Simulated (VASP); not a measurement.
# NbFe2N3 (Amm2) in VASP: notebook

The runs below take NbFe2N3 through single point, with PBE.

Program: VASP 6.6.1. These are calculated values, not measurements. Logs are shortened: lines on timing, memory, paths and dates and some standing lists are left out, and cuts for length are marked.

### 1 The cell of the first run

It takes space group Amm2 (No. 38, orthorhombic). The conventional cell has a = 2.857 Å, b = 8.186 Å, c = 6.842 Å, α = 90.00°, β = 90.00°, γ = 90.00°. Nb (site symmetry mm2) has 6 N at 2.16 to 2.23 Å and 4 Fe at 2.76 Å and 2 Nb at 2.86 Å within 2.9 Å. Fe (site symmetry m) has 3 N at 1.72 to 1.88 Å within 2.3 Å. Within 2.3 Å of N (site symmetry mm2) lie 2 Fe at 1.72 Å and 2 Nb at 2.23 Å. N (site symmetry m) has 2 Fe at 1.73 to 1.88 Å and 2 Nb at 2.16 Å within 2.3 Å.

### 2 Single point, PBE, collinear spin, ferromagnetic start

The input, INCAR:

```
SYSTEM = NbFe2N3
  PREC = Accurate
  ENCUT = 700
  EDIFF = 1E-6
  ISMEAR = 0
  SIGMA = 0.1
  LREAL = .FALSE.
  LASPH = .TRUE.
  NELM = 200
  ALGO = Normal
  ISIF = 2
  LWAVE = .FALSE.
  LCHARG = .FALSE.
  ISPIN = 2
  MAGMOM = 0 4 4 0 0 0
  LORBIT = 11
  LMAXMIX = 4
  GGA = PE
  NBANDS = 43
  GGA_COMPAT = .FALSE.
```

The input, KPOINTS:

```
Automatic mesh
0
G
  6 4 4
  0 0 0
```

The input, POSCAR:

```
NbFe2N3
1.0
    2.8570425319      0.0000000000      0.0000000000
    0.0000000000      4.0929552555      3.4209108376
    0.0000000000     -4.0929552555      3.4209108376
Nb Fe N
1 2 3
Direct
    0.5000000000      0.2245183601      0.2245183601
    0.0000000000      0.2521402194      0.6710895135
    0.0000000000      0.6710895135      0.2521402194
    0.0000000000      0.4753927257      0.4753927257
    0.0000000000      0.3828508263      0.9929775605
    0.0000000000      0.9929775605      0.3828508263
```

Potentials or basis: VASP PAW PBE potentials, release 64 (Nb_sv, Fe_sv, N).

The run is started by

```sh
$ cat potpaw_PBE.64/Nb_sv/POTCAR potpaw_PBE.64/Fe_sv/POTCAR potpaw_PBE.64/N/POTCAR > POTCAR
$ mpirun -np 1 vasp_std > vasp.out
```

OUTCAR:

```text
SYSTEM = NbFe2N3
   PREC = Accurate
   ENCUT = 700
   EDIFF = 1E-6
   ISMEAR = 0
   LREAL = .FALSE.
   LASPH = .TRUE.
   NELM = 200
   ISIF = 2
   ISPIN = 2
   LORBIT = 11
   GGA = PE

 ion  position               nearest neighbor table
   1  0.500  0.225  0.225-   5 2.16   6 2.16   5 2.16   6 2.16   4 2.23   4 2.23   3 2.76   3 2.76
                             2 2.76   2 2.76
   2  0.000  0.252  0.671-   4 1.72   5 1.73   6 1.88   1 2.76   1 2.76
   3  0.000  0.671  0.252-   4 1.72   6 1.73   5 1.88   1 2.76   1 2.76
   4  0.000  0.475  0.475-   2 1.72   3 1.72   1 2.23   1 2.23
   5  0.000  0.383  0.993-   2 1.73   3 1.88   1 2.16   1 2.16
   6  0.000  0.993  0.383-   3 1.73   2 1.88   1 2.16   1 2.16

  LATTYP: Found a base centered orthorhombic cell.
 ALAT       =     6.8418216752
 B/A-ratio  =     1.1964518954
 C/A-ratio  =     0.4175850625

  Lattice vectors:

 A1 = (   0.0000000000,   4.0929552555,   3.4209108376)
 A2 = (   0.0000000000,  -4.0929552555,   3.4209108376)
 A3 = (   2.8570425319,   0.0000000000,   0.0000000000)

Analysis of symmetry for initial positions (statically):
=====================================================================
 Subroutine PRICEL returns:
 Original cell was already a primitive cell.

 Routine SETGRP: Setting up the symmetry group for a
 base centered orthorhombic supercell.

 Subroutine GETGRP returns: Found  4 space group operations
 (whereof  4 operations were pure point group operations)
 out of a pool of  8 trial point group operations.

The static configuration has the point symmetry C_2v.

Analysis of symmetry for dynamics (positions and initial velocities):
=====================================================================
 Subroutine PRICEL returns:
 Original cell was already a primitive cell.

 Routine SETGRP: Setting up the symmetry group for a
 base centered orthorhombic supercell.

 Subroutine GETGRP returns: Found  4 space group operations
 (whereof  4 operations were pure point group operations)
 out of a pool of  8 trial point group operations.

The dynamic configuration has the point symmetry C_2v.

Analysis of structural, dynamic, and magnetic symmetry:
=====================================================================
 Subroutine PRICEL returns:
 Original cell was already a primitive cell.

 Routine SETGRP: Setting up the symmetry group for a
 base centered orthorhombic supercell.

 Subroutine GETGRP returns: Found  4 space group operations
 (whereof  4 operations were pure point group operations)
 out of a pool of  8 trial point group operations.

The overall configuration has the point symmetry C_2v.

 Subroutine INISYM returns: Found  4 space group operations
 (whereof  4 operations are pure point group operations),
 and found     1 'primitive' translations

----------------------------------------------------------------------------------------

                                     Primitive cell

  volume of cell :      80.0065

  direct lattice vectors                    reciprocal lattice vectors
     2.857042532  0.000000000  0.000000000     0.350012290  0.000000000  0.000000000
     0.000000000  4.092955255  3.420910838     0.000000000  0.122161120  0.146159904
     0.000000000 -4.092955255  3.420910838     0.000000000 -0.122161120  0.146159904

  length of vectors
     2.857042532  5.334314734  5.334314734     0.350012290  0.190488994  0.190488994

  position of ions in fractional coordinates (direct lattice)
     0.500000000  0.224518360  0.224518360
     0.000000000  0.252140219  0.671089514
     0.000000000  0.671089514  0.252140219
     0.000000000  0.475392726  0.475392726
     0.000000000  0.382850826  0.992977561
     0.000000000  0.992977561  0.382850826

  ion indices of the primitive-cell ions
   primitive index   ion index
                 1           1
                 2           2
                 3           3
                 4           4
                 5           5
                 6           6

[... 31 lines left out ...]
  0.500000  0.000000  0.000000      1.000000
  0.000000  0.250000  0.000000      4.000000
  0.166667  0.250000  0.000000      8.000000
[... 16 lines left out ...]
  0.333333 -0.250000  0.250000      4.000000
  0.500000 -0.250000  0.250000      2.000000
 [... further k-points ...]
   k-points           NKPTS =     28   k-points in BZ     NKDIM =     28   number of bands    NBANDS=     43
   number of dos      NEDOS =    301   number of ions     NIONS =      6
   total plane-waves  NPLWV =  64512
   dimension x,y,z NGX =    28 NGY =   48 NGZ =   48
   dimension x,y,z NGXF=    56 NGYF=   96 NGZF=   96
   ions per type =               1   2   3
   NGX,Y,Z   is equivalent  to a cutoff of  16.29, 14.96, 14.96 a.u.
   NGXF,Y,Z  is equivalent  to a cutoff of  32.59, 29.92, 29.92 a.u.
 SYSTEM =  NbFe2N3
   PREC   = accura    normal or accurate (medium, high low for compatibility)
   ISTART =      0    job   : 0-new  1-cont  2-samecut
   ICHARG =      2    charge: 1-file 2-atom 10-const
   ISPIN  =      2    spin polarized calculation?
   LNONCOLLINEAR =      F non collinear calculations
   LSORBIT =      F    spin-orbit coupling
   LASPH  =      T    aspherical Exc in radial PAW
   ENCUT  =  700.0 eV  51.45 Ry    7.17 a.u.   6.16 11.51 11.51*2*pi/ulx,y,z
   NELM   =    200;   NELMIN=  2; NELMDL= -5     # of ELM steps
   EDIFF  = 0.1E-05   stopping-criterion for ELM
   LREAL  =      F    real-space projection
   EDIFFG = 0.1E-04   stopping-criterion for IOM
   NSW    =      0    number of steps for IOM
   IBRION =     -1    ionic relax: 0-MD 1-quasi-New 2-CG
   NFREE  =      0    steps in history (QN), initial steepest desc. (CG)
   ISIF   =      2    stress and relaxation
   ISYM   =      2    0-nonsym 1-usesym 2-fastsym
   POTIM  = 0.5000    time-step for ionic-motion
   TEBEG  =    0.0;   TEEND  =   0.0 temperature during run
   PSTRESS=    0.0 pullay stress
   NELECT =      60.0000    total number of electrons
   NUPDOWN=      -1.0000    fix difference up-down
   EMIN   =  10.00;   EMAX   =-10.00  energy-range for DOS
   EFERMI =   0.00;   METHOD = LEGACY
   ISMEAR =     0;   SIGMA  =   0.10  broadening in eV -4-tet -1-fermi 0-gaus
   EFERMI_NEDOS =   21; number of points for ismear=-14 and -15
   IALGO  =     38    algorithm
   IMIX   =      4    mixing-type and parameters
     AMIX     =   0.40;   BMIX     =  1.00
     AMIX_MAG =   1.60;   BMIX_MAG =  1.00
  volume/ion in A,a.u.               =      13.33        89.99
  Fermi-wavevector in a.u.,A,eV,Ry     =   1.487362  2.810707 30.099442  2.212247
  Thomas-Fermi vector in A             =   2.600532
   LORBIT       =     11    0 simple, 1 ext, 2 COOP (PROOUT), +10 PAW based schemes
   GGA     = PE    functional components
   LHFCALC =     F    Hartree Fock is set to
   AEXX    =    0.0000 exact exchange contribution
   IVDW    =     0    specifies the selected vdW correction
   LEPSILON=     F    determine dielectric tensor
   LRPA    =     F    only Hartree local field effects (RPA)
 spin polarized calculation
 Gauss-broadening in eV      SIGMA  =   0.10
  energy-cutoff  :      700.00
  volume of cell :       80.01
 maximum number of plane-waves:      3388
 NGX is ok and might be reduce to    28
   NGX = 13   NGY = 23   NGZ = 23

 number of electron      59.9999997 magnetization       0.8766901

 Free energy of the ion-electron system (eV)
  ---------------------------------------------------
  ext. energy  EPLUGINS =         0.00000000
  ---------------------------------------------------
  free energy    TOTEN  =       -52.00558875 eV

  energy without entropy =      -51.98499341  energy(sigma->0) =      -51.99529108

 E-fermi :   6.5984     XC(G=0): -10.7850

 val. band max:        6.5928623658   @ k =   0.0000   0.5000   0.0000
 cond. band min:       6.6078389600   @ k =   0.5000  -0.2500   0.2500
 fundamental gap:      0.0149765942
 Fermi energy:         6.5983942916

 spin component 1

 k-point     1 :       0.0000    0.0000    0.0000
  band No.  band energies     occupation
      1     -80.9930      1.00000
      2     -80.9923      1.00000
      3     -48.8088      1.00000
      4     -47.5014      1.00000
      5     -47.4976      1.00000
      6     -47.0205      1.00000
[... 1069 lines left out ...]
     41      13.4035      0.00000
     42      14.3486      0.00000

 [... further k-points ...]

 spin component 2

 k-point     1 :       0.0000    0.0000    0.0000
  band No.  band energies     occupation
      1     -80.4962      1.00000
      2     -80.4955      1.00000
      3     -48.7939      1.00000
      4     -47.1002      1.00000
      5     -47.0961      1.00000
      6     -46.5131      1.00000
[... 1069 lines left out ...]
     41      13.4438      0.00000
     42      14.4440      0.00000

 [... further k-points ...]

 [bands above 42 left out]

------------------------ aborting loop because EDIFF is reached ----------------------------------------

  FORCE on cell =-STRESS in cart. coord.  units (eV):
  Direction    XX          YY          ZZ          XY          YZ          ZX
  --------------------------------------------------------------------------------------
  -------------------------------------------------------------------------------------
  Total       -0.1070854     -0.1450254     -0.3493679      0.0000000      0.0000000      0.0000000
  in kB       -2.1444480     -2.9042175     -6.9962944      0.0000000      0.0000000      0.0000000
  external PRESSURE =      -4.0149867 kB  Pullay stress =       0.0000000 kB

 VOLUME and BASIS-vectors are now :
 -----------------------------------------------------------------------------
  energy-cutoff  :      700.00
  volume of cell :       80.01
      direct lattice vectors                 reciprocal lattice vectors
     2.857042532  0.000000000  0.000000000     0.350012290  0.000000000  0.000000000
     0.000000000  4.092955255  3.420910838     0.000000000  0.122161120  0.146159904
     0.000000000 -4.092955255  3.420910838     0.000000000 -0.122161120  0.146159904

 POSITION                                       TOTAL-FORCE (eV/Angst)
 -----------------------------------------------------------------------------------
      1.42852      0.00000      1.53611         0.000000     -0.000000      0.041567
      0.00000     -1.71474      3.15829         0.000000     -0.079322     -0.037368
      0.00000      1.71474      3.15829         0.000000      0.079322     -0.037368
      0.00000      0.00000      3.25255         0.000000     -0.000000      0.018741
      0.00000     -2.49722      4.70659         0.000000     -0.000261      0.007214
      0.00000      2.49722      4.70659         0.000000      0.000261      0.007214
 -----------------------------------------------------------------------------------
    total drift:                                0.000000      0.000001     -0.003401

  FREE ENERGIE OF THE ION-ELECTRON SYSTEM (eV)
  ---------------------------------------------------
  free  energy   TOTEN  =       -52.0055887503 eV

  energy  without entropy=      -51.9849934069  energy(sigma->0) =      -51.99529108

 total charge

# of ion       s       p       d       tot
------------------------------------------
    1        2.160   6.060   2.433  10.653
    2        2.186   6.064   5.582  13.831
    3        2.186   6.064   5.582  13.831
    4        1.290   2.387   0.000   3.676
    5        1.271   2.429   0.000   3.699
    6        1.271   2.429   0.000   3.699
--------------------------------------------------
tot         10.363  25.432  13.596  49.391

 magnetization (x)

# of ion       s       p       d       tot
------------------------------------------
    1       -0.001  -0.000   0.023   0.022
    2        0.001   0.002   0.413   0.416
    3        0.001   0.002   0.413   0.416
    4        0.002  -0.014   0.000  -0.012
    5       -0.000  -0.004   0.000  -0.004
    6       -0.000  -0.004   0.000  -0.004
--------------------------------------------------
tot          0.004  -0.019   0.850   0.835
```

It took 4.9 min on 1 thread of AMD EPYC 9R14 (Zen 4), shared host; peak memory 0.4 GiB.

Results:

| Quantity | Value |
| --- | --- |
| Free energy | -52.0056 eV |
| Pressure | -0.4 GPa |
| Largest force | 0.088 eV/Å |
| Net moment | 0.88 μB per cell |
| Site moments | Nb +0.02; Fe +0.42; N -0.01, -0.00 (each value once) μB |
| Valence electrons inside the program's atomic spheres | Nb 10.65; Fe 13.83; N 3.68, 3.70 (each value once) |

Forces in eV/Å, atoms in the order of the input:
```
Nb   0.000  0.000  0.042
Fe   0.000 -0.079 -0.037
Fe   0.000  0.079 -0.037
N    0.000  0.000  0.019
N    0.000  0.000  0.007
N    0.000  0.000  0.007
```

Stress tensor (GPa, compression positive):
```
-0.21  0.00  0.00
 0.00 -0.29  0.00
 0.00  0.00 -0.70
```

Caveat: the k points lie up to 0.37 Å⁻¹ apart. With open d or f shells a metallic result of PBE can be an artefact of self-interaction; +U or a hybrid may open a gap.

(Part 1 of 2 ends here.)
